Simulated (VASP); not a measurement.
# Ir (Fm-3m) in VASP: single point with PBE

Aim: the single point of Ir with PBE.

Everything below comes from runs of VASP 6.6.1. Logs are shortened: lines on timing, memory, paths and dates and some standing lists are left out, and cuts for length are marked.

## Step 1: The cell of the first run

Symmetry: Fm-3m, No. 225, cubic system. The conventional cell has a = 3.871 Å, b = 3.871 Å, c = 3.871 Å, α = 90.00°, β = 90.00°, γ = 90.00°. Ir (site symmetry m-3m) has 12 Ir at 2.74 Å within 3.6 Å.

## Step 2: Single point, PBE

INCAR reads:

```
SYSTEM = Ir
PREC     = Accurate       ! precision mode
ENCUT    = 520            ! plane-wave cutoff, eV
EDIFF    = 1E-6           ! SCF threshold, eV
ISMEAR   = 0              ! smearing method
SIGMA    = 0.05           ! smearing width, eV
LREAL    = .False.        ! projectors in reciprocal space
LASPH    = .True.         ! aspherical terms in the spheres
NELM     = 100            ! most SCF steps
ALGO     = Normal         ! electronic algorithm
ISIF     = 2              ! what is computed and relaxed
LWAVE    = .False.        ! write WAVECAR
LCHARG   = .False.        ! write CHGCAR
GGA      = PE             ! functional
NBANDS   = 10             ! bands
```

KPOINTS reads:

```
regular mesh
0
Gamma
  18 18 18
  0 0 0
```

POSCAR reads:

```
Ir
1.0
    0.0000000000      1.9352826413      1.9352826413
    1.9352826413      0.0000000000      1.9352826413
    1.9352826413      1.9352826413      0.0000000000
Ir
1
Direct
    0.0000000000      0.0000000000      0.0000000000
```

Potentials or basis: VASP PAW PBE potentials, release 64 (Ir).

The run is started by

```
> cat potpaw_PBE.64/Ir/POTCAR > POTCAR
> mpirun -np 1 vasp_std > vasp.out
```

OUTCAR:

```text
SYSTEM = Ir
   PREC = Accurate
   ENCUT = 520
   EDIFF = 1E-6
   ISMEAR = 0
   LREAL = .False.
   LASPH = .True.
   NELM = 100
   ISIF = 2
   GGA = PE

 ion  position               nearest neighbor table
   1  0.000  0.000  0.000-

  LATTYP: Found a face centered cubic cell.
 ALAT       =     3.8705652826

  Lattice vectors:

 A1 = (   0.0000000000,   1.9352826413,   1.9352826413)
 A2 = (   1.9352826413,   0.0000000000,   1.9352826413)
 A3 = (   1.9352826413,   1.9352826413,   0.0000000000)

Analysis of symmetry for initial positions (statically):
=====================================================================
 Subroutine PRICEL returns:
 Original cell was already a primitive cell.

 Routine SETGRP: Setting up the symmetry group for a
 face centered cubic supercell.

 Subroutine GETGRP returns: Found 48 space group operations
 (whereof 48 operations were pure point group operations)
 out of a pool of 48 trial point group operations.

The static configuration has the point symmetry O_h .

Analysis of symmetry for dynamics (positions and initial velocities):
=====================================================================
 Subroutine PRICEL returns:
 Original cell was already a primitive cell.

 Routine SETGRP: Setting up the symmetry group for a
 face centered cubic supercell.

 Subroutine GETGRP returns: Found 48 space group operations
 (whereof 48 operations were pure point group operations)
 out of a pool of 48 trial point group operations.

The dynamic configuration has the point symmetry O_h .

 Subroutine INISYM returns: Found 48 space group operations
 (whereof 48 operations are pure point group operations),
 and found     1 'primitive' translations

----------------------------------------------------------------------------------------

                                     Primitive cell

  volume of cell :      14.4965

  direct lattice vectors                    reciprocal lattice vectors
     0.000000000  1.935282641  1.935282641    -0.258360195  0.258360195  0.258360195
     1.935282641  0.000000000  1.935282641     0.258360195 -0.258360195  0.258360195
     1.935282641  1.935282641  0.000000000     0.258360195  0.258360195 -0.258360195

  length of vectors
     2.736902958  2.736902958  2.736902958     0.447492984  0.447492984  0.447492984

  position of ions in fractional coordinates (direct lattice)
     0.000000000  0.000000000  0.000000000

  ion indices of the primitive-cell ions
   primitive index   ion index
                 1           1

----------------------------------------------------------------------------------------

 KPOINTS: regular mesh

Automatic generation of k-mesh.
 Grid dimensions read from file:
 generate k-points for:   18   18   18

 Generating k-lattice:

  Cartesian coordinates                     Fractional coordinates (reciprocal lattice)
    -0.014353344  0.014353344  0.014353344     0.055555556  0.000000000  0.000000000
     0.014353344 -0.014353344  0.014353344     0.000000000  0.055555556  0.000000000
     0.014353344  0.014353344 -0.014353344     0.000000000  0.000000000  0.055555556

  Length of vectors
     0.024860721  0.024860721  0.024860721

  Shift w.r.t. Gamma in fractional coordinates (k-lattice)
     0.000000000  0.000000000  0.000000000

 Subroutine IBZKPT returns following result:
 ===========================================

 Found    195 irreducible k-points:

 Following reciprocal coordinates:
            Coordinates               Weight
  0.000000  0.000000  0.000000      1.000000
  0.055556  0.000000  0.000000      8.000000
  0.111111  0.000000  0.000000      8.000000
  0.166667  0.000000  0.000000      8.000000
  0.222222  0.000000  0.000000      8.000000
  0.277778  0.000000  0.000000      8.000000
[... 16 lines left out ...]
 -0.277778  0.055556  0.000000     24.000000
 -0.222222  0.055556  0.000000     24.000000
 [... further k-points ...]
   k-points           NKPTS =    195   k-points in BZ     NKDIM =    195   number of bands    NBANDS=     10
   number of dos      NEDOS =    301   number of ions     NIONS =      1
   total plane-waves  NPLWV =   8000
   dimension x,y,z NGX =    20 NGY =   20 NGZ =   20
   dimension x,y,z NGXF=    40 NGYF=   40 NGZF=   40
   ions per type =               1
   NGX,Y,Z   is equivalent  to a cutoff of  12.15, 12.15, 12.15 a.u.
   NGXF,Y,Z  is equivalent  to a cutoff of  24.30, 24.30, 24.30 a.u.
 SYSTEM =  Ir
   PREC   = accura    normal or accurate (medium, high low for compatibility)
   ISTART =      0    job   : 0-new  1-cont  2-samecut
   ICHARG =      2    charge: 1-file 2-atom 10-const
   ISPIN  =      1    spin polarized calculation?
   LNONCOLLINEAR =      F non collinear calculations
   LSORBIT =      F    spin-orbit coupling
   LASPH  =      T    aspherical Exc in radial PAW
   ENCUT  =  520.0 eV  38.22 Ry    6.18 a.u.   5.09  5.09  5.09*2*pi/ulx,y,z
   NELM   =    100;   NELMIN=  2; NELMDL= -5     # of ELM steps
   EDIFF  = 0.1E-05   stopping-criterion for ELM
   LREAL  =      F    real-space projection
   EDIFFG = 0.1E-04   stopping-criterion for IOM
   NSW    =      0    number of steps for IOM
   IBRION =     -1    ionic relax: 0-MD 1-quasi-New 2-CG
   NFREE  =      0    steps in history (QN), initial steepest desc. (CG)
   ISIF   =      2    stress and relaxation
   ISYM   =      2    0-nonsym 1-usesym 2-fastsym
   POTIM  = 0.5000    time-step for ionic-motion
   TEBEG  =    0.0;   TEEND  =   0.0 temperature during run
   PSTRESS=    0.0 pullay stress
   NELECT =       9.0000    total number of electrons
   NUPDOWN=      -1.0000    fix difference up-down
   EMIN   =  10.00;   EMAX   =-10.00  energy-range for DOS
   EFERMI =   0.00;   METHOD = LEGACY
   ISMEAR =     0;   SIGMA  =   0.05  broadening in eV -4-tet -1-fermi 0-gaus
   EFERMI_NEDOS =   21; number of points for ismear=-14 and -15
   IALGO  =     38    algorithm
   IMIX   =      4    mixing-type and parameters
     AMIX     =   0.40;   BMIX     =  1.00
     AMIX_MAG =   1.60;   BMIX_MAG =  1.00
  volume/ion in A,a.u.               =      14.50        97.83
  Fermi-wavevector in a.u.,A,eV,Ry     =   1.396587  2.639166 26.537547  1.950455
  Thomas-Fermi vector in A             =   2.519926
   LORBIT       =      0    0 simple, 1 ext, 2 COOP (PROOUT), +10 PAW based schemes
   GGA     = PE    functional components
   LHFCALC =     F    Hartree Fock is set to
   AEXX    =    0.0000 exact exchange contribution
   IVDW    =     0    specifies the selected vdW correction
   LEPSILON=     F    determine dielectric tensor
   LRPA    =     F    only Hartree local field effects (RPA)
 non-spin polarized calculation
 Gauss-broadening in eV      SIGMA  =   0.05
  energy-cutoff  :      520.00
  volume of cell :       14.50
 maximum number of plane-waves:       397
   NGX = 11   NGY = 11   NGZ = 11

 number of electron       9.0000000 magnetization

 Free energy of the ion-electron system (eV)
  ---------------------------------------------------
  ext. energy  EPLUGINS =         0.00000000
  ---------------------------------------------------
  free energy    TOTEN  =        -8.85173159 eV

  energy without entropy =       -8.85033425  energy(sigma->0) =       -8.85103292

 E-fermi :  10.0202     XC(G=0): -13.8432

 val. band max:       10.0151570816   @ k =   0.5000   0.2222   0.1111
 cond. band min:      10.0223738731   @ k =   0.3333   0.1111   0.0556
 fundamental gap:      0.0072167914
 Fermi energy:        10.0202259565

 k-point     1 :       0.0000    0.0000    0.0000
  band No.  band energies     occupation
      1      -0.8707      2.00000
      2       6.2438      2.00000
      3       6.2438      2.00000
      4       6.2438      2.00000
      5       8.8298      2.00000
      6       8.8298      2.00000
      7      24.3587      0.00000
      8      29.8004      0.00000
      9      29.8004      0.00000
     10      29.8004      0.00000

 k-point     2 :       0.0556    0.0000    0.0000
  band No.  band energies     occupation
      1      -0.7366      2.00000
      2       6.1729      2.00000
      3       6.3018      2.00000
      4       6.3018      2.00000
      5       8.7928      2.00000
      6       8.7928      2.00000
      7      24.5882      0.00000
      8      29.0624      0.00000
      9      30.0184      0.00000
     10      30.0184      0.00000

 k-point     3 :       0.1111    0.0000    0.0000
  band No.  band energies     occupation
      1      -0.3477      2.00000
      2       5.9908      2.00000
      3       6.4537      2.00000
      4       6.4537      2.00000
      5       8.7123      2.00000
      6       8.7123      2.00000
      7      25.2181      0.00000
      8      27.6121      0.00000
      9      30.6517      0.00000
     10      30.6517      0.00000

 k-point     4 :       0.1667    0.0000    0.0000
  band No.  band energies     occupation
      1       0.2499      2.00000
      2       5.7835      2.00000
      3       6.6243      2.00000
      4       6.6243      2.00000
      5       8.6829      2.00000
      6       8.6829      2.00000
      7      25.8941      0.00000
      8      26.2118      0.00000
      9      31.6381      0.00000
     10      31.6381      0.00000
[... 222 lines left out ...]
 k-point    22 :      -0.3333    0.0556    0.0000
  band No.  band energies     occupation
      1       2.1723      2.00000
      2       6.3359      2.00000
      3       6.4713      2.00000
      4       6.7331      2.00000
      5       9.6247      2.00000
      6      10.4904      0.00000
      7      20.5037      0.00000
      8      25.2795      0.00000
      9      30.4288      0.00000
     10      32.4843      0.00000

 k-point    23 :      -0.2778    0.0556    0.0000
  band No.  band energies     occupation
      1       1.8764      2.00000
      2       5.9255      2.00000
      3       6.5433      2.00000
      4       6.6468      2.00000
      5       9.0256      2.00000
      6       9.9033      1.99906
      7      22.3593      0.00000
      8      26.2077      0.00000
      9      31.4368      0.00000
     10      33.5817      0.00000

 k-point    24 :      -0.2222    0.0556    0.0000
  band No.  band energies     occupation
      1       1.3015      2.00000
      2       5.5991      2.00000
      3       6.6852      2.00000
      4       6.7743      2.00000
      5       8.5588      2.00000
      6       9.3832      2.00000
      7      24.0426      0.00000
      8      26.8163      0.00000
      9      31.7748      0.00000
     10      33.0127      0.00000

 [... further k-points ...]

------------------------ aborting loop because EDIFF is reached ----------------------------------------

  FORCE on cell =-STRESS in cart. coord.  units (eV):
  Direction    XX          YY          ZZ          XY          YZ          ZX
  --------------------------------------------------------------------------------------
  -------------------------------------------------------------------------------------
  Total        0.0416324      0.0416324      0.0416324     -0.0000000      0.0000000     -0.0000000
  in kB        4.6012782      4.6012782      4.6012782     -0.0000000      0.0000000     -0.0000000
  external PRESSURE =       4.6012782 kB  Pullay stress =       0.0000000 kB

 VOLUME and BASIS-vectors are now :
 -----------------------------------------------------------------------------
  energy-cutoff  :      520.00
  volume of cell :       14.50
      direct lattice vectors                 reciprocal lattice vectors
     0.000000000  1.935282641  1.935282641    -0.258360195  0.258360195  0.258360195
     1.935282641  0.000000000  1.935282641     0.258360195 -0.258360195  0.258360195
     1.935282641  1.935282641  0.000000000     0.258360195  0.258360195 -0.258360195

 POSITION                                       TOTAL-FORCE (eV/Angst)
 -----------------------------------------------------------------------------------
      0.00000      0.00000      0.00000         0.000000      0.000000      0.000000
 -----------------------------------------------------------------------------------
    total drift:                               -0.000000     -0.000000      0.000000

  FREE ENERGIE OF THE ION-ELECTRON SYSTEM (eV)
  ---------------------------------------------------
  free  energy   TOTEN  =        -8.8517315927 eV

  energy  without entropy=       -8.8503342536  energy(sigma->0) =       -8.85103292
```

Run time: 24 s. Hardware: 1 thread of AMD EPYC 7R13 (Zen 3), shared host; peak memory 0.11 GiB.

What came out:

| Item | Value |
| --- | --- |
| Free energy | -8.8517 eV |
| Pressure | 0.5 GPa |

Caveat: spin-orbit coupling is left out, which moves the levels of the heavy elements.
